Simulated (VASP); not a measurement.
# HgTe (Coloradoite) (F-43m) in VASP: a series of runs

Aim: see how the results for HgTe (Coloradoite) move with the level of theory and the settings. Levels: LDA, RPBE+D4, PBE. Tasks: single point.

Everything below comes from runs of VASP 6.6.1. Logs are shortened: lines on timing, memory, paths and dates and some standing lists are left out, and cuts for length are marked.

## (1) The cell of the first run

The structure is cubic, space group F-43m (No. 216). The conventional cell has a = 6.437 Å, b = 6.437 Å, c = 6.437 Å, α = 90.00°, β = 90.00°, γ = 90.00°. Within 3.7 Å of Hg (site symmetry -43m) lie 4 Te at 2.79 Å. Te (site symmetry -43m) has 4 Hg at 2.79 Å within 3.7 Å.

## (2) Single point, LDA

INCAR reads:

```
SYSTEM = HgTe
ALGO = Normal
EDIFF = 1E-6
ENCUT = 520
GGA = CA
ISIF = 2
ISMEAR = -1
LASPH = .True.
LCHARG = .True.
LELF = .True.
LREAL = .False.
LVHAR = .True.
LWAVE = .False.
NBANDS = 16
NELM = 80
PREC = Accurate
SIGMA = 0.05
```

KPOINTS reads:

```
k-points
0
Gamma
  7 7 7
  0 0 0
```

POSCAR reads:

```
HgTe
1.0
    0.0000000000      3.2184170583      3.2184170583
    3.2184170583      0.0000000000      3.2184170583
    3.2184170583      3.2184170583      0.0000000000
Hg Te
1 1
Direct
    0.0000000000      0.0000000000      0.0000000000
    0.7500000000      0.7500000000      0.7500000000
```

Potentials or basis: VASP PAW LDA potentials, release 64 (Hg, Te).

Started as:

```
> cat potpaw_LDA.64/Hg/POTCAR potpaw_LDA.64/Te/POTCAR > POTCAR
> mpirun -np 1 vasp_std > vasp.out
```

OUTCAR:

```text
SYSTEM = HgTe
   EDIFF = 1E-6
   ENCUT = 520
   GGA = CA
   ISIF = 2
   ISMEAR = -1
   LASPH = .True.
   LREAL = .False.
   NELM = 80
   PREC = Accurate

 ion  position               nearest neighbor table
   1  0.000  0.000  0.000-   2 2.79   2 2.79   2 2.79   2 2.79
   2  0.750  0.750  0.750-   1 2.79   1 2.79   1 2.79   1 2.79

  LATTYP: Found a face centered cubic cell.
 ALAT       =     6.4368341166

  Lattice vectors:

 A1 = (   0.0000000000,   3.2184170583,   3.2184170583)
 A2 = (   3.2184170583,   0.0000000000,   3.2184170583)
 A3 = (   3.2184170583,   3.2184170583,   0.0000000000)

Analysis of symmetry for initial positions (statically):
=====================================================================
 Subroutine PRICEL returns:
 Original cell was already a primitive cell.

 Routine SETGRP: Setting up the symmetry group for a
 face centered cubic supercell.

 Subroutine GETGRP returns: Found 24 space group operations
 (whereof 24 operations were pure point group operations)
 out of a pool of 48 trial point group operations.

The static configuration has the point symmetry T_d .

Analysis of symmetry for dynamics (positions and initial velocities):
=====================================================================
 Subroutine PRICEL returns:
 Original cell was already a primitive cell.

 Routine SETGRP: Setting up the symmetry group for a
 face centered cubic supercell.

 Subroutine GETGRP returns: Found 24 space group operations
 (whereof 24 operations were pure point group operations)
 out of a pool of 48 trial point group operations.

The dynamic configuration has the point symmetry T_d .

 Subroutine INISYM returns: Found 24 space group operations
 (whereof 24 operations are pure point group operations),
 and found     1 'primitive' translations

----------------------------------------------------------------------------------------

                                     Primitive cell

  volume of cell :      66.6741

  direct lattice vectors                    reciprocal lattice vectors
     0.000000000  3.218417058  3.218417058    -0.155355876  0.155355876  0.155355876
     3.218417058  0.000000000  3.218417058     0.155355876 -0.155355876  0.155355876
     3.218417058  3.218417058  0.000000000     0.155355876  0.155355876 -0.155355876

  length of vectors
     4.551529053  4.551529053  4.551529053     0.269084270  0.269084270  0.269084270

  position of ions in fractional coordinates (direct lattice)
     0.000000000  0.000000000  0.000000000
     0.750000000  0.750000000  0.750000000

  ion indices of the primitive-cell ions
   primitive index   ion index
                 1           1
                 2           2

----------------------------------------------------------------------------------------

 KPOINTS: k-points

Automatic generation of k-mesh.
 Grid dimensions read from file:
 generate k-points for:    7    7    7

 Generating k-lattice:

  Cartesian coordinates                     Fractional coordinates (reciprocal lattice)
    -0.022193697  0.022193697  0.022193697     0.142857143  0.000000000  0.000000000
     0.022193697 -0.022193697  0.022193697     0.000000000  0.142857143  0.000000000
     0.022193697  0.022193697 -0.022193697     0.000000000  0.000000000  0.142857143

  Length of vectors
     0.038440610  0.038440610  0.038440610

  Shift w.r.t. Gamma in fractional coordinates (k-lattice)
     0.000000000  0.000000000  0.000000000

 Subroutine IBZKPT returns following result:
 ===========================================

 Found     20 irreducible k-points:

 Following reciprocal coordinates:
            Coordinates               Weight
  0.000000  0.000000  0.000000      1.000000
  0.142857  0.000000  0.000000      8.000000
  0.285714  0.000000  0.000000      8.000000
  0.428571  0.000000  0.000000      8.000000
  0.142857  0.142857  0.000000      6.000000
  0.285714  0.142857  0.000000     24.000000
[... 12 lines left out ...]
 -0.428571  0.428571  0.142857     24.000000
 -0.285714  0.428571  0.142857     24.000000
   k-points           NKPTS =     20   k-points in BZ     NKDIM =     20   number of bands    NBANDS=     16
   number of dos      NEDOS =    301   number of ions     NIONS =      2
   total plane-waves  NPLWV =  46656
   dimension x,y,z NGX =    36 NGY =   36 NGZ =   36
   dimension x,y,z NGXF=    72 NGYF=   72 NGZF=   72
   ions per type =               1   1
   NGX,Y,Z   is equivalent  to a cutoff of  13.15, 13.15, 13.15 a.u.
   NGXF,Y,Z  is equivalent  to a cutoff of  26.30, 26.30, 26.30 a.u.
 SYSTEM =  HgTe
   PREC   = accura    normal or accurate (medium, high low for compatibility)
   ISTART =      0    job   : 0-new  1-cont  2-samecut
   ICHARG =      2    charge: 1-file 2-atom 10-const
   ISPIN  =      1    spin polarized calculation?
   LNONCOLLINEAR =      F non collinear calculations
   LSORBIT =      F    spin-orbit coupling
   LASPH  =      T    aspherical Exc in radial PAW
   ENCUT  =  520.0 eV  38.22 Ry    6.18 a.u.   8.46  8.46  8.46*2*pi/ulx,y,z
   NELM   =     80;   NELMIN=  2; NELMDL= -5     # of ELM steps
   EDIFF  = 0.1E-05   stopping-criterion for ELM
   LREAL  =      F    real-space projection
   EDIFFG = 0.1E-04   stopping-criterion for IOM
   NSW    =      0    number of steps for IOM
   IBRION =     -1    ionic relax: 0-MD 1-quasi-New 2-CG
   NFREE  =      0    steps in history (QN), initial steepest desc. (CG)
   ISIF   =      2    stress and relaxation
   ISYM   =      2    0-nonsym 1-usesym 2-fastsym
   POTIM  = 0.5000    time-step for ionic-motion
   TEBEG  =    0.0;   TEEND  =   0.0 temperature during run
   PSTRESS=    0.0 pullay stress
   NELECT =      18.0000    total number of electrons
   NUPDOWN=      -1.0000    fix difference up-down
   EMIN   =  10.00;   EMAX   =-10.00  energy-range for DOS
   EFERMI =   0.00;   METHOD = LEGACY
   ISMEAR =    -1;   SIGMA  =   0.05  broadening in eV -4-tet -1-fermi 0-gaus
   EFERMI_NEDOS =   21; number of points for ismear=-14 and -15
   IALGO  =     38    algorithm
   IMIX   =      4    mixing-type and parameters
     AMIX     =   0.40;   BMIX     =  1.00
     AMIX_MAG =   1.60;   BMIX_MAG =  1.00
  volume/ion in A,a.u.               =      33.34       224.97
  Fermi-wavevector in a.u.,A,eV,Ry     =   1.058067  1.999458 15.231813  1.119507
  Thomas-Fermi vector in A             =   2.193363
   LORBIT       =      0    0 simple, 1 ext, 2 COOP (PROOUT), +10 PAW based schemes
   GGA     = CA    functional components
   LHFCALC =     F    Hartree Fock is set to
   AEXX    =    0.0000 exact exchange contribution
   IVDW    =     0    specifies the selected vdW correction
   LEPSILON=     F    determine dielectric tensor
   LRPA    =     F    only Hartree local field effects (RPA)
 non-spin polarized calculation
  energy-cutoff  :      520.00
  volume of cell :       66.67
 maximum number of plane-waves:      1814
 NGX is ok and might be reduce to    36
   NGX = 17   NGY = 17   NGZ = 17

 number of electron      18.0000000 magnetization

 Free energy of the ion-electron system (eV)
  ---------------------------------------------------
  ext. energy  EPLUGINS =         0.00000000
  ---------------------------------------------------
  free energy    TOTEN  =        -5.03270370 eV

  energy without entropy =       -5.03201774  energy(sigma->0) =       -5.03236072

 E-fermi :   3.0820     XC(G=0):  -9.1546

 val. band max:        3.0415887594   @ k =   0.0000   0.0000   0.0000
 cond. band min:       3.6610357307   @ k =   0.4286   0.0000   0.0000
 fundamental gap:      0.6194469713
 Fermi energy:         3.0820018420

 k-point     1 :       0.0000    0.0000    0.0000
  band No.  band energies     occupation
      1      -9.0909      2.00000
      2      -4.4104      2.00000
      3      -4.4104      2.00000
      4      -4.4104      2.00000
      5      -3.8623      2.00000
      6      -3.8623      2.00000
[... 8 lines left out ...]
     15      12.5710      0.00000
     16      12.5710      0.00000

 k-point     2 :       0.1429    0.0000    0.0000
  band No.  band energies     occupation
      1      -8.9883      2.00000
      2      -4.3821      2.00000
      3      -4.3821      2.00000
      4      -4.3735      2.00000
      5      -3.8652      2.00000
      6      -3.8652      2.00000
[... 8 lines left out ...]
     15      11.5994      0.00000
     16      11.5994      0.00000

 k-point     3 :       0.2857    0.0000    0.0000
  band No.  band energies     occupation
      1      -8.7437      2.00000
      2      -4.3247      2.00000
      3      -4.3247      2.00000
      4      -4.1883      2.00000
      5      -3.8616      2.00000
      6      -3.8616      2.00000
[... 8 lines left out ...]
     15      11.5640      0.00000
     16      11.5640      0.00000

 k-point     4 :       0.4286    0.0000    0.0000
  band No.  band energies     occupation
      1      -8.5323      2.00000
      2      -4.2881      2.00000
      3      -4.2881      2.00000
      4      -3.8451      2.00000
      5      -3.8451      2.00000
      6      -3.7298      2.00000
[... 8 lines left out ...]
     15      12.6177      0.00000
     16      12.6177      0.00000

 k-point     5 :       0.1429    0.1429    0.0000
  band No.  band energies     occupation
      1      -8.9538      2.00000
      2      -4.3984      2.00000
      3      -4.3543      2.00000
      4      -4.3543      2.00000
      5      -3.8825      2.00000
      6      -3.8503      2.00000
[... 8 lines left out ...]
     15      10.9693      0.00000
     16      12.6683      0.00000

 k-point     6 :       0.2857    0.1429    0.0000
  band No.  band energies     occupation
      1      -8.7549      2.00000
      2      -4.3442      2.00000
      3      -4.2911      2.00000
      4      -4.2488      2.00000
      5      -3.8848      2.00000
      6      -3.8403      2.00000
[... 8 lines left out ...]
     15      11.9559      0.00000
     16      12.4322      0.00000

 k-point     7 :       0.4286    0.1429    0.0000
  band No.  band energies     occupation
      1      -8.5281      2.00000
      2      -4.2865      2.00000
      3      -4.2473      2.00000
      4      -3.9795      2.00000
      5      -3.8334      2.00000
      6      -3.7786      2.00000
[... 8 lines left out ...]
     15      12.1955      0.00000
     16      13.0933      0.00000

 k-point     8 :      -0.4286    0.1429    0.0000
  band No.  band energies     occupation
      1      -8.4550      2.00000
      2      -4.2672      2.00000
      3      -4.2470      2.00000
      4      -3.8745      2.00000
      5      -3.8497      2.00000
      6      -3.5438      2.00000
[... 8 lines left out ...]
     15      12.4277      0.00000
     16      12.4597      0.00000

 k-point     9 :      -0.2857    0.1429    0.0000
  band No.  band energies     occupation
      1      -8.5992      2.00000
      2      -4.2873      2.00000
      3      -4.2794      2.00000
      4      -4.0464      2.00000
      5      -3.8789      2.00000
      6      -3.8190      2.00000
[... 8 lines left out ...]
     15      11.6127      0.00000
     16      13.1120      0.00000
[... 96 lines left out ...]
 k-point    15 :       0.4286    0.4286    0.0000
  band No.  band energies     occupation
      1      -8.3367      2.00000
      2      -4.2452      2.00000
      3      -4.0792      2.00000
      4      -4.0792      2.00000
      5      -3.8014      2.00000
      6      -3.5697      2.00000
[... 8 lines left out ...]
     15      13.2283      0.00000
     16      14.9055      0.00000

 k-point    16 :      -0.4286    0.4286    0.0000
  band No.  band energies     occupation
      1      -8.2956      2.00000
      2      -4.2223      2.00000
      3      -4.0782      2.00000
      4      -4.0422      2.00000
      5      -3.8128      2.00000
      6      -3.3419      2.00000
[... 8 lines left out ...]
     15      13.2591      0.00000
     16      14.4723      0.00000

 k-point    17 :       0.4286    0.2857    0.1429
  band No.  band energies     occupation
      1      -8.5624      2.00000
      2      -4.2797      2.00000
      3      -4.2341      2.00000
      4      -4.1087      2.00000
      5      -3.8565      2.00000
      6      -3.8119      2.00000
[... 8 lines left out ...]
     15      13.1683      0.00000
     16      13.3184      0.00000

 k-point    18 :      -0.4286    0.2857    0.1429
  band No.  band energies     occupation
      1      -8.4006      2.00000
      2      -4.2328      2.00000
      3      -4.2001      2.00000
      4      -3.9415      2.00000
      5      -3.8515      2.00000
      6      -3.5593      2.00000
[... 8 lines left out ...]
     15      12.8160      0.00000
     16      13.4713      0.00000

 k-point    19 :      -0.4286    0.4286    0.1429
  band No.  band energies     occupation
      1      -8.3290      2.00000
      2      -4.2079      2.00000
      3      -4.1315      2.00000
      4      -4.0188      2.00000
      5      -3.8298      2.00000
      6      -3.4535      2.00000
[... 8 lines left out ...]
     15      13.6409      0.00000
     16      14.1046      0.00000

 k-point    20 :      -0.2857    0.4286    0.1429
  band No.  band energies     occupation
      1      -8.3109      2.00000
      2      -4.1992      2.00000
      3      -4.1414      2.00000
      4      -3.9350      2.00000
      5      -3.8773      2.00000
      6      -3.2960      2.00000
[... 8 lines left out ...]
     15      13.0316      0.00000
     16      14.7569      0.00000

------------------------ aborting loop because EDIFF is reached ----------------------------------------

  FORCE on cell =-STRESS in cart. coord.  units (eV):
  Direction    XX          YY          ZZ          XY          YZ          ZX
  --------------------------------------------------------------------------------------
  -------------------------------------------------------------------------------------
  Total        0.1040908      0.1040908      0.1040908     -0.0000000      0.0000000      0.0000000
  in kB        2.5013005      2.5013005      2.5013005     -0.0000000      0.0000000      0.0000000
  external PRESSURE =       2.5013005 kB  Pullay stress =       0.0000000 kB

 VOLUME and BASIS-vectors are now :
 -----------------------------------------------------------------------------
  energy-cutoff  :      520.00
  volume of cell :       66.67
      direct lattice vectors                 reciprocal lattice vectors
     0.000000000  3.218417058  3.218417058    -0.155355876  0.155355876  0.155355876
     3.218417058  0.000000000  3.218417058     0.155355876 -0.155355876  0.155355876
     3.218417058  3.218417058  0.000000000     0.155355876  0.155355876 -0.155355876

 POSITION                                       TOTAL-FORCE (eV/Angst)
 -----------------------------------------------------------------------------------
      0.00000      0.00000      0.00000        -0.000000     -0.000000     -0.000000
      4.82763      4.82763      4.82763         0.000000      0.000000      0.000000
 -----------------------------------------------------------------------------------
    total drift:                                0.000000      0.000000      0.000000

  FREE ENERGIE OF THE ION-ELECTRON SYSTEM (eV)
  ---------------------------------------------------
  free  energy   TOTEN  =        -5.0327036980 eV

  energy  without entropy=       -5.0320177396  energy(sigma->0) =       -5.03236072
```

Wall time 26 s (1 thread of Intel Xeon 8259CL, shared host); peak memory 0.18 GiB.

Results:

| Item | Value |
| --- | --- |
| Free energy | -5.0327 eV |
| Pressure | 0.3 GPa |
| Band gap on the k mesh | zero (filled and empty bands touch) |

Caveat: spin-orbit coupling is left out, which moves the levels of the heavy elements.

[end of part 1 of 2]
